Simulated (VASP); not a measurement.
Runs of VASP 6.6.1 on Sb. The structure is that of space group Fd-3m (No. 227), or close to it. The cells are those of the table. 

```csv
spin,cell,k mesh,gap on the mesh (eV),pressure (GPa)
off,"a = 5.013 Å, angles 60.0°, 2 atoms",9 × 9 × 9,none,-1.2
off,"a = 4.948 Å, angles 60.0°, 2 atoms",13 × 13 × 13,none,-0.1
off,"a = 4.948 Å, angles 60.0°, 2 atoms",9 × 9 × 9,none,(b)
off,"a = 5.076 Å, angles 60.0°, 2 atoms",9 × 9 × 9,none,(a)
"non-collinear, zero start, SOC","a = 4.948 Å, angles 60.0°, 2 atoms",8 × 8 × 8,-,0.1
```

Alike in all rows: task single point; level PBE; potentials or basis VASP PAW PBE potentials, release 64 (Sb); cutoff (eV) 520; smearing fermi-dirac 0.1 eV.

Estimate the missing entries.

(a) -2.1; (b) 0.0.

Caveats: spin-orbit coupling is left out, which moves the levels of the heavy elements (some runs).

A k mesh can miss the band edges, and rows without SOC leave out spin-orbit coupling on Sb.

A gap of «none» marks levels without a gap at the run's occupations.
